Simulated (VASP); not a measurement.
# Ge2SbO3 (P6/mmm) in VASP: notebook

Ge2SbO3 is run at these levels: PBE; tasks: relaxation of cell and atoms.

Everything below comes from runs of VASP 6.6.1. Logs are shortened: lines on timing, memory, paths and dates and some standing lists are left out, and cuts for length are marked.

## 1. The cell of the first run

Symmetry: P6/mmm, No. 191, hexagonal system. The conventional cell has a = 6.455 Å, b = 6.455 Å, c = 2.883 Å, α = 90.00°, β = 90.00°, γ = 120.00°. Ge (site symmetry -6m2) has 3 O at 1.86 Å within 2.5 Å. Within 3.8 Å of Sb (site symmetry 6/mmm) lie 2 Sb at 2.88 Å and 6 O at 3.23 Å and 6 Ge at 3.73 Å. Within 2.5 Å of O (site symmetry mmm) lie 2 Ge at 1.86 Å.

The cell was generated, and may not be a known phase.

## 2. Relaxation of cell and atoms, PBE

Contents of INCAR:

```
SYSTEM = Ge2SbO3
PREC     = Accurate       ! precision mode
ENCUT    = 600            ! plane-wave cutoff, eV
EDIFF    = 1E-7           ! SCF threshold, eV
ISMEAR   = 0              ! smearing method
SIGMA    = 0.1            ! smearing width, eV
LREAL    = .FALSE.        ! projectors in reciprocal space
LASPH    = .TRUE.         ! aspherical terms in the spheres
NELM     = 60             ! most SCF steps
ALGO     = Normal         ! electronic algorithm
ISIF     = 3              ! what is computed and relaxed
LWAVE    = .FALSE.        ! write WAVECAR
LCHARG   = .FALSE.        ! write CHGCAR
GGA      = PE             ! functional
IBRION   = 2              ! ionic algorithm
NSW      = 90             ! ionic steps
EDIFFG   = -0.04          ! ionic threshold
```

Contents of KPOINTS:

```
regular mesh
0
G
  3 3 6
  0 0 0
```

Contents of POSCAR:

```
Ge2SbO3
1.0
    6.4549071761      0.0000000000      0.0000000000
   -3.2274535880      5.5901135935      0.0000000000
    0.0000000000      0.0000000000      2.8831343829
Ge Sb O
2 1 3
Direct
    0.3333333333      0.6666666667      0.5000000000
    0.6666666667      0.3333333333      0.5000000000
    0.0000000000      0.0000000000      0.5000000000
    0.5000000000      0.0000000000      0.5000000000
    0.0000000000      0.5000000000      0.5000000000
    0.5000000000      0.5000000000      0.5000000000
```

Potentials or basis: VASP PAW PBE potentials, release 64 (Ge_d, Sb, O).

Run with:

```sh
$ cat potpaw_PBE.64/Ge_d/POTCAR potpaw_PBE.64/Sb/POTCAR potpaw_PBE.64/O/POTCAR > POTCAR
$ mpirun -np 1 vasp_std > vasp.out
```

OUTCAR:

```text
SYSTEM = Ge2SbO3
   PREC = Accurate
   ENCUT = 600
   EDIFF = 1E-7
   ISMEAR = 0
   LREAL = .FALSE.
   LASPH = .TRUE.
   NELM = 60
   ISIF = 3
   GGA = PE
   IBRION = 2
   NSW = 90
   EDIFFG = -0.04

 ion  position               nearest neighbor table
   1  0.333  0.667  0.500-   4 1.86   5 1.86   6 1.86
   2  0.667  0.333  0.500-   4 1.86   5 1.86   6 1.86
   3  0.000  0.000  0.500-
   4  0.500  0.000  0.500-   1 1.86   2 1.86
   5  0.000  0.500  0.500-   1 1.86   2 1.86
   6  0.500  0.500  0.500-   1 1.86   2 1.86

  LATTYP: Found a hexagonal cell.
 ALAT       =     6.4549071761
 C/A-ratio  =     0.4466577604

  Lattice vectors:

 A1 = (   6.4549071761,   0.0000000000,   0.0000000000)
 A2 = (  -3.2274535880,   5.5901135935,   0.0000000000)
 A3 = (   0.0000000000,   0.0000000000,   2.8831343829)

Analysis of symmetry for initial positions (statically):
=====================================================================
 Subroutine PRICEL returns:
 Original cell was already a primitive cell.

 Routine SETGRP: Setting up the symmetry group for a
 hexagonal supercell.

 Subroutine GETGRP returns: Found 24 space group operations
 (whereof 24 operations were pure point group operations)
 out of a pool of 24 trial point group operations.

The static configuration has the point symmetry D_6h.

Analysis of symmetry for dynamics (positions and initial velocities):
=====================================================================
 Subroutine PRICEL returns:
 Original cell was already a primitive cell.

 Routine SETGRP: Setting up the symmetry group for a
 hexagonal supercell.

 Subroutine GETGRP returns: Found 24 space group operations
 (whereof 24 operations were pure point group operations)
 out of a pool of 24 trial point group operations.

The dynamic configuration has the point symmetry D_6h.

 Subroutine INISYM returns: Found 24 space group operations
 (whereof 24 operations are pure point group operations),
 and found     1 'primitive' translations

----------------------------------------------------------------------------------------

                                     Primitive cell

  volume of cell :     104.0341

  direct lattice vectors                    reciprocal lattice vectors
     6.454907176  0.000000000  0.000000000     0.154920895  0.089443621  0.000000000
    -3.227453588  5.590113593  0.000000000     0.000000000  0.178887241  0.000000000
     0.000000000  0.000000000  2.883134383     0.000000000  0.000000000  0.346844742

  length of vectors
     6.454907176  6.454907176  2.883134383     0.178887241  0.178887241  0.346844742

  position of ions in fractional coordinates (direct lattice)
     0.333333333  0.666666667  0.500000000
     0.666666667  0.333333333  0.500000000
     0.000000000  0.000000000  0.500000000
     0.500000000  0.000000000  0.500000000
     1.000000000  0.500000000  0.500000000
     0.500000000  0.500000000  0.500000000

  ion indices of the primitive-cell ions
   primitive index   ion index
                 1           1
                 2           2
                 3           3
                 4           4
                 5           5
                 6           6

----------------------------------------------------------------------------------------

 KPOINTS: regular mesh

Automatic generation of k-mesh.
 Grid dimensions read from file:
 generate k-points for:    3    3    6

 Generating k-lattice:

  Cartesian coordinates                     Fractional coordinates (reciprocal lattice)
     0.051640298  0.029814540  0.000000000     0.333333333  0.000000000  0.000000000
     0.000000000  0.059629080  0.000000000     0.000000000  0.333333333  0.000000000
     0.000000000  0.000000000  0.057807457     0.000000000  0.000000000  0.166666667

  Length of vectors
     0.059629080  0.059629080  0.057807457

  Shift w.r.t. Gamma in fractional coordinates (k-lattice)
     0.000000000  0.000000000  0.000000000

 Subroutine IBZKPT returns following result:
 ===========================================

 Found     12 irreducible k-points:

 Following reciprocal coordinates:
            Coordinates               Weight
  0.000000  0.000000  0.000000      1.000000
  0.333333 -0.000000  0.000000      6.000000
  0.333333  0.333333  0.000000      2.000000
  0.000000  0.000000  0.166667      2.000000
  0.333333 -0.000000  0.166667     12.000000
  0.333333  0.333333  0.166667      4.000000
  0.000000  0.000000  0.333333      2.000000
  0.333333 -0.000000  0.333333     12.000000
  0.333333  0.333333  0.333333      4.000000
  0.000000  0.000000  0.500000      1.000000
  0.333333 -0.000000  0.500000      6.000000
  0.333333  0.333333  0.500000      2.000000
   k-points           NKPTS =     12   k-points in BZ     NKDIM =     12   number of bands    NBANDS=     30
   number of dos      NEDOS =    301   number of ions     NIONS =      6
   total plane-waves  NPLWV =  69984
   dimension x,y,z NGX =    54 NGY =   54 NGZ =   24
   dimension x,y,z NGXF=   108 NGYF=  108 NGZF=   48
   ions per type =               2   1   3
   NGX,Y,Z   is equivalent  to a cutoff of  13.91, 13.91, 13.84 a.u.
   NGXF,Y,Z  is equivalent  to a cutoff of  27.82, 27.82, 27.68 a.u.
 SYSTEM =  Ge2SbO3
   PREC   = accura    normal or accurate (medium, high low for compatibility)
   ISTART =      0    job   : 0-new  1-cont  2-samecut
   ICHARG =      2    charge: 1-file 2-atom 10-const
   ISPIN  =      1    spin polarized calculation?
   LNONCOLLINEAR =      F non collinear calculations
   LSORBIT =      F    spin-orbit coupling
   LASPH  =      T    aspherical Exc in radial PAW
   ENCUT  =  600.0 eV  44.10 Ry    6.64 a.u.  12.89 12.89  5.76*2*pi/ulx,y,z
   NELM   =     60;   NELMIN=  2; NELMDL= -5     # of ELM steps
   EDIFF  = 0.1E-06   stopping-criterion for ELM
   LREAL  =      F    real-space projection
   EDIFFG = -.4E-01   stopping-criterion for IOM
   NSW    =     90    number of steps for IOM
   IBRION =      2    ionic relax: 0-MD 1-quasi-New 2-CG
   NFREE  =      1    steps in history (QN), initial steepest desc. (CG)
   ISIF   =      3    stress and relaxation
   ISYM   =      2    0-nonsym 1-usesym 2-fastsym
   POTIM  = 0.5000    time-step for ionic-motion
   TEBEG  =    0.0;   TEEND  =   0.0 temperature during run
   PSTRESS=    0.0 pullay stress
   NELECT =      51.0000    total number of electrons
   NUPDOWN=      -1.0000    fix difference up-down
   EMIN   =  10.00;   EMAX   =-10.00  energy-range for DOS
   EFERMI =   0.00;   METHOD = LEGACY
   ISMEAR =     0;   SIGMA  =   0.10  broadening in eV -4-tet -1-fermi 0-gaus
   EFERMI_NEDOS =   21; number of points for ismear=-14 and -15
   IALGO  =     38    algorithm
   IMIX   =      4    mixing-type and parameters
     AMIX     =   0.40;   BMIX     =  1.00
     AMIX_MAG =   1.60;   BMIX_MAG =  1.00
  volume/ion in A,a.u.               =      17.34       117.01
  Fermi-wavevector in a.u.,A,eV,Ry     =   1.290842  2.439337 22.671017  1.666273
  Thomas-Fermi vector in A             =   2.422649
   LORBIT       =      0    0 simple, 1 ext, 2 COOP (PROOUT), +10 PAW based schemes
   GGA     = PE    functional components
   LHFCALC =     F    Hartree Fock is set to
   AEXX    =    0.0000 exact exchange contribution
   IVDW    =     0    specifies the selected vdW correction
   LEPSILON=     F    determine dielectric tensor
   LRPA    =     F    only Hartree local field effects (RPA)
 conjugate gradient relaxation of ions
 non-spin polarized calculation
 Gauss-broadening in eV      SIGMA  =   0.10
  energy-cutoff  :      600.00
  volume of cell :      104.03
 maximum number of plane-waves:      3480
 NGX is ok and might be reduce to    54
   NGX = 25   NGY = 25   NGZ = 11

--------------------------------------- Ionic step        1  -------------------------------------------

 number of electron      51.0000023 magnetization

 Free energy of the ion-electron system (eV)
  ---------------------------------------------------
  ext. energy  EPLUGINS =         0.00000000
  ---------------------------------------------------
  free energy    TOTEN  =       -30.68066516 eV

  energy without entropy =      -30.65651083  energy(sigma->0) =      -30.66858800

------------------------ aborting loop because EDIFF is reached ----------------------------------------

  FORCE on cell =-STRESS in cart. coord.  units (eV):
  Direction    XX          YY          ZZ          XY          YZ          ZX
  --------------------------------------------------------------------------------------
  -------------------------------------------------------------------------------------
  Total       -1.1499107     -1.1499107      3.9496416     -0.0000000     -0.0000000      0.0000000
  in kB      -17.7092089    -17.7092089     60.8264899     -0.0000000     -0.0000000      0.0000000
  external PRESSURE =       8.4693574 kB  Pullay stress =       0.0000000 kB
[... 25 lines left out ...]
  energy  without entropy=      -30.6565108313  energy(sigma->0) =      -30.66858800

--------------------------------------- Ionic step        2  -------------------------------------------

 number of electron      51.0000022 magnetization

 E-fermi :   4.2636     XC(G=0):  -9.7891

 val. band max:        4.2248886442   @ k =   0.3333  -0.0000   0.3333
 cond. band min:       4.3055783865   @ k =   0.3333   0.3333   0.3333
 fundamental gap:      0.0806897423
 Fermi energy:         4.2636002772

 k-point     1 :       0.0000    0.0000    0.0000
  band No.  band energies     occupation
      1     -20.6410      2.00000
      2     -20.6253      2.00000
      3     -20.6253      2.00000
      4     -20.5656      2.00000
      5     -20.5204      2.00000
      6     -20.5204      2.00000
[... 502 lines left out ...]
  energy  without entropy=      -30.7594749155  energy(sigma->0) =      -30.77324753

--------------------------------------- Ionic step        5  -------------------------------------------

 number of electron      51.0000000 magnetization

 Free energy of the ion-electron system (eV)
  ---------------------------------------------------
  ext. energy  EPLUGINS =         0.00000000
  ---------------------------------------------------
  free energy    TOTEN  =       -30.78850637 eV

  energy without entropy =      -30.76033724  energy(sigma->0) =      -30.77442181

 E-fermi :   3.9617     XC(G=0):  -9.6156

 val. band max:        3.9596534612   @ k =   0.3333  -0.0000   0.3333
 cond. band min:       4.1187719829   @ k =   0.0000   0.0000   0.0000
 fundamental gap:      0.1591185216
 Fermi energy:         3.9617477370

 k-point     1 :       0.0000    0.0000    0.0000
  band No.  band energies     occupation
      1     -20.9738      2.00000
      2     -20.9476      2.00000
      3     -20.9476      2.00000
      4     -20.9052      2.00000
      5     -20.8523      2.00000
      6     -20.8523      2.00000
[... 418 lines left out ...]
  FREE ENERGIE OF THE ION-ELECTRON SYSTEM (eV)
  ---------------------------------------------------
  free  energy   TOTEN  =       -30.7885063734 eV

  energy  without entropy=      -30.7603372409  energy(sigma->0) =      -30.77442181

 reached required accuracy - stopping structural energy minimisation
```

It took 4.9 min on 1 thread of Oxide Virtual Turin-like, shared host; peak memory 0.25 GiB.

What came out:

| Quantity | Value |
| --- | --- |
| Free energy | -30.7885 eV |
| Relaxed volume | 18.20 Å³/atom |
| Relaxed cell | a = 6.437 Å, b = 6.437 Å, c = 3.043 Å, α = 90.00°, β = 90.00°, γ = 120.00° |
| Space group after relaxing (to 0.1 Å) | P6/mmm (No. 191) |
| Energy gained by relaxing | 18.0 meV/atom |
| Ionic steps | 5 |
| Pressure after relaxing | 0.1 GPa |
| Band gap on the k mesh | zero (an odd number of electrons rules out a gap without spin polarisation) |

The path:
| step | energy change (eV) | largest force (eV/Å) | pressure (GPa) | volume (Å³) |
| --- | --- | --- | --- | --- |
| 1 | 0.0000 | 0.0000 | 0.85 | 104.03 |
| 2 | -0.0835 | 0.0000 | 2.11 | 105.36 |
| 3 | -0.0855 | 0.0000 | 2.25 | 105.62 |
| 4 | -0.1064 | 0.0000 | -0.46 | 110.18 |
| 5 | -0.1078 | 0.0000 | 0.06 | 109.21 |

Final structure:
```
Ge Sb O
1.0
     6.43740    0.00000    0.00000
    -3.21870    5.57495    0.00000
     0.00000    0.00000    3.04301
Ge Sb O
2 1 3
Direct
  0.33333 0.66667 0.50000
  0.66667 0.33333 0.50000
  0.00000 0.00000 0.50000
  0.50000 0.00000 0.50000
  0.00000 0.50000 0.50000
  0.50000 0.50000 0.50000
```

Caveat: the k points lie up to 0.38 Å⁻¹ apart in the final cell, too coarse for converged energies and pressures of a metal; spin-orbit coupling is left out, which moves the levels of the heavy elements; an odd number of electrons without spin polarisation forces a metal; a magnetic or distorted state may lie lower.

## 3. Relaxation of cell and atoms, PBE

This run uses another cell than the first one.

Contents of INCAR:

```
  ALGO = Normal
  EDIFF = 1E-7
  EDIFFG = -0.04
  ENCUT = 600
  GGA = PE
  IBRION = 2
  ISIF = 3
  ISMEAR = 0
  LASPH = T
  LCHARG = F
  LREAL = F
  LWAVE = F
  NELM = 100
  NSW = 90
  PREC = Accurate
  SIGMA = 0.1
```

Contents of KPOINTS:

```
k-points
0
Gamma
  6 6 4
```

Contents of POSCAR:

```
Ge2SbO3
1.0
    4.7127477700      0.0000000000      0.0000000000
   -2.3563738800      4.0813592900      0.0000000000
    0.0000000000      0.0000000000      5.9009505200
Ge Sb O
2 1 3
Direct
    0.3333333300      0.6666666700      0.5000000000
    0.6666666700      0.3333333300      0.5000000000
    0.0000000000      0.0000000000      0.5000000000
    0.5000000000      0.0000000000      0.5000000000
    0.0000000000      0.5000000000      0.5000000000
    0.5000000000      0.5000000000      0.5000000000
```

Potentials or basis: VASP PAW PBE potentials, release 64 (Ge_d, Sb, O).

Run with:

```sh
$ cat potpaw_PBE.64/Ge_d/POTCAR potpaw_PBE.64/Sb/POTCAR potpaw_PBE.64/O/POTCAR > POTCAR
$ mpirun -np 1 vasp_std > vasp.out
```

Run time: 72 min. Hardware: 1 thread of Oxide Virtual Turin-like, shared host; peak memory 0.32 GiB.

Results (log left out):

```yaml
Free_energy: -29.8566 eV
Relaxed_volume: 16.63 Å³/atom
Relaxed_cell: a = 6.341 Å, b = 6.341 Å, c = 2.865 Å, α = 90.00°, β = 90.00°, γ = 120.00°
Space_group_after_relaxing_to_0.1_Å: P6/mmm (No. 191)
Pressure_after_relaxing: 0.0 GPa
Band_gap_on_the_k_mesh: zero (an odd number of electrons rules out a gap without spin polarisation)
```

Final structure:
```
CELL_PARAMETERS angstrom
6.34097 0.00000 0.00000
-3.17049 5.49144 0.00000
0.00000 0.00000 2.86516
ATOMIC_POSITIONS crystal
Ge 0.33333 0.66667 0.50000
Ge 0.66667 0.33333 0.50000
Sb 0.00000 0.00000 0.50000
O 0.50000 0.00000 0.50000
O 0.00000 0.50000 0.50000
O 0.50000 0.50000 0.50000
```

Levels at points of the mesh, in eV from the Fermi level:
| k point | band 23 | band 24 | band 25 | band 26 | band 27 | band 28 | band 29 | band 30 |
| --- | --- | --- | --- | --- | --- | --- | --- | --- |
| (0.00, 0.00, 0.00) | -2.10 | -2.10 | -0.23 | -0.23 | 2.09 | 2.98 | 2.98 | 7.11 |
| (0.50, 0.00, 0.00) | -2.35 | -2.10 | -1.35 | -0.62 | 0.06 | 5.54 | 5.58 | 5.89 |
| (0.00, 0.00, 0.50) | -3.75 | -2.75 | -2.29 | -1.42 | 1.75 | 2.18 | 2.18 | 4.47 |
| (0.50, 0.00, 0.50) | -3.29 | -3.02 | -0.65 | 0.33 | 0.57 | 1.60 | 1.81 | 2.99 |

Caveat: the relaxation moved the vacuum too, so the length across it says nothing of the material; a cell axis changed by over 15 % at a fixed basis, so the end point is rough; spin-orbit coupling is left out, which moves the levels of the heavy elements; an odd number of electrons without spin polarisation forces a metal; a magnetic or distorted state may lie lower.

## 4. Relaxation of cell and atoms, PBE

This run uses another cell than the first one, of 18.18 Å³/atom.

Contents of INCAR:

```
SYSTEM = Ge2SbO3
PREC = Accurate ; ENCUT = 600
EDIFF = 1E-6 ; ISMEAR = 0
SIGMA = 0.1 ; LREAL = .FALSE.
LASPH = .TRUE. ; NELM = 80
ALGO = Fast ; ISIF = 3
LWAVE = .FALSE. ; LCHARG = .FALSE.
GGA = PE ; IBRION = 2
NSW = 100 ; EDIFFG = -0.01
```

Contents of KPOINTS:

```
regular mesh
0
G
  6 6 12
  0 0 0
```

Contents of POSCAR:

```
Ge2SbO3
1.0
    6.4402308032      0.0000000000      0.0000000000
   -3.2201154016      5.5774034818      0.0000000000
    0.0000000000      0.0000000000      3.0371723881
Ge Sb O
2 1 3
Direct
    0.3333333333      0.6666666667      0.5000000000
    0.6666666667      0.3333333333      0.5000000000
    0.0000000000      0.0000000000      0.5000000000
    0.5000000000      0.0000000000      0.5000000000
    0.0000000000      0.5000000000      0.5000000000
    0.5000000000      0.5000000000      0.5000000000
```

Run with:

```sh
$ cat potpaw_PBE.64/Ge_d/POTCAR potpaw_PBE.64/Sb/POTCAR potpaw_PBE.64/O/POTCAR > POTCAR
$ mpirun -np 1 vasp_std > vasp.out
```

It took 31 min on 1 thread of Oxide Virtual Turin-like, shared host; peak memory 0.36 GiB.

The run converged. Its results:

- Free energy: -30.7206 eV
- Relaxed volume: 17.62 Å³/atom
- Relaxed cell: a = 6.425 Å, b = 6.425 Å, c = 2.956 Å, α = 90.00°, β = 90.00°, γ = 120.00°
- Space group after relaxing (to 0.1 Å): P6/mmm (No. 191)
- Energy gained by relaxing: 3.8 meV/atom
- Ionic steps: 7
- Pressure after relaxing: 0.0 GPa
- Band gap on the k mesh: zero (an odd number of electrons rules out a gap without spin polarisation)

Step by step:
```csv
step,energy change (eV),largest force (eV/Å),pressure (GPa),volume (Å³)
1,0.0000,0.0000,-1.06,109.09
2,-0.0165,0.0000,-0.24,107.21
3,-0.0206,0.0000,-0.02,106.27
4,-0.0194,0.0000,0.99,104.41
5,-0.0217,0.0000,0.41,105.50
6,-0.0220,0.0000,-0.30,105.88
7,-0.0230,0.0000,0.01,105.70
```

Final structure:
```
CELL_PARAMETERS angstrom
6.42530 0.00000 0.00000
-3.21265 5.56447 0.00000
0.00000 0.00000 2.95642
ATOMIC_POSITIONS crystal
Ge 0.33333 0.66667 0.50000
Ge 0.66667 0.33333 0.50000
Sb 0.00000 0.00000 0.50000
O 0.50000 0.00000 0.50000
O 0.00000 0.50000 0.50000
O 0.50000 0.50000 0.50000
```

Levels at points of the mesh, in eV from the Fermi level:
| k point | band 23 | band 24 | band 25 | band 26 | band 27 | band 28 | band 29 | band 30 |
| --- | --- | --- | --- | --- | --- | --- | --- | --- |
| (0.00, 0.00, 0.00) | -1.93 | -1.93 | 0.04 | 0.04 | 2.12 | 3.16 | 3.16 | 6.77 |
| (0.50, 0.00, 0.00) | -2.18 | -1.93 | -1.05 | -0.33 | 0.15 | 5.56 | 5.70 | 6.01 |
| (0.00, 0.00, 0.50) | -3.50 | -2.53 | -1.81 | -1.72 | 1.98 | 2.13 | 2.13 | 5.13 |
| (0.50, 0.00, 0.50) | -3.12 | -2.80 | -0.27 | 0.20 | 0.87 | 1.49 | 1.79 | 2.69 |

Caveat: spin-orbit coupling is left out, which moves the levels of the heavy elements; an odd number of electrons without spin polarisation forces a metal; a magnetic or distorted state may lie lower.

## 5. Summary

```tsv
cell	k mesh	gap on the mesh (eV)	pressure (GPa)	relaxed volume (Å³/atom)
relaxed from a = 6.455, b = 6.455, c = 2.883 Å, angles 90.0, 90.0, 120.0°, 6 atoms	3 × 3 × 6	none	0.1	18.20
relaxed from a = 4.713, b = 4.713, c = 5.901 Å, angles 90.0, 90.0, 120.0°, 6 atoms	6 × 6 × 4	none	0.0	16.63
relaxed from a = 6.440, b = 6.440, c = 3.037 Å, angles 90.0, 90.0, 120.0°, 6 atoms	6 × 6 × 12	none	0.0	17.62
```

Alike in all rows: task relaxation of cell and atoms; level PBE; potentials or basis VASP PAW PBE potentials, release 64 (Ge_d, Sb, O); no spin polarisation; cutoff (eV) 600; smearing gaussian 0.1 eV.

Caveats: some runs use coarse meshes; spin-orbit coupling is left out, which moves the levels of the heavy elements; an odd number of electrons without spin polarisation forces a metal; a magnetic or distorted state may lie lower; the relaxation moved the vacuum too, so the length across it says nothing of the material (at least some runs); a cell axis changed by over 15 % at a fixed basis, so the end point is rough (at least some runs).

Absolute energies hang on the potentials; compare differences alone.

The gap in the log of VASP goes by the Fermi energy; the results here count the filled bands.